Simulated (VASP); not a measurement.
Set up this calculation in VASP 6.6.1, as the native input.

```yaml
Task: relaxation of cell and atoms
Functional: PBE
Potentials_or_basis: VASP PAW PBE potentials, release 64 (O)
Cutoff: 600 eV
k_mesh: 18 × 18 × 10
Occupations: fermi-dirac, width 0.05 eV
Spin: no spin polarisation
Target_pressure: 26 GPa
Dipole_correction: no
Further_INCAR_settings: ALGO = Normal; EDIFF = 1e-06; IBRION = 2; EDIFFG = -0.005; NSW = 60; ISIF = 3
```

The structure of O lies in POSCAR:

```
O
1.0
    2.1529301139      0.0000000000      0.0000000000
   -1.0764650569      1.8644921712      0.0000000000
    0.0000000000      0.0000000000      3.4877467845
O
2
Direct
    0.3333333333      0.6666666667      0.2500000000
    0.6666666667      0.3333333333      0.7500000000
```

These files were run (other wordings do the same):

INCAR

```
PREC     = Accurate       # precision mode
ENCUT    = 600            # plane-wave cutoff, eV
EDIFF    = 1E-6           # SCF threshold, eV
ISMEAR   = -1             # smearing method
SIGMA    = 0.05           # smearing width, eV
LREAL    = F              # projectors in reciprocal space
LASPH    = T              # aspherical terms in the spheres
NELM     = 100            # most SCF steps
ALGO     = Normal         # electronic algorithm
ISIF     = 3              # what is computed and relaxed
LWAVE    = F              # write WAVECAR
LCHARG   = F              # write CHGCAR
GGA      = PE             # functional
IBRION   = 2              # ionic algorithm
NSW      = 60             # ionic steps
EDIFFG   = -0.005         # ionic threshold
PSTRESS  = 260.0
```

KPOINTS

```
Automatic mesh
0
Gamma
  18 18 10
```

Potentials or basis: VASP PAW PBE potentials, release 64 (O).

Run with:

```sh
$ cat potpaw_PBE.64/O/POTCAR > POTCAR
$ mpirun -np 1 vasp_std > vasp.out
```

Results of the run:

```
Relaxed volume                                             : 7.08 Å³/atom
Relaxed cell                                               : a = 2.517 Å, b = 2.517 Å, c = 2.580 Å, α = 90.00°, β = 90.00°, γ = 120.00°
Space group after relaxing (to 0.1 Å)                      : P6_3/mmc (No. 194)
Energy change on relaxing (the run minimises the enthalpy) : -569.3 meV/atom
Ionic steps                                                : 23
Pressure after relaxing                                    : 26.0 GPa
Band gap on the k mesh                                     : zero (bands 6 and 7 overlap by 2.45 eV)
```

Caveat: the cell is relaxed towards a set pressure, so the run minimises the enthalpy, not the energy; a cell axis changed by over 15 % at a fixed basis, so the end point is rough.

It took 3.6 min on 1 thread of AMD EPYC 9R45 96-Core Processor (Zen 5) (shared host), peak memory 0.12 GiB.
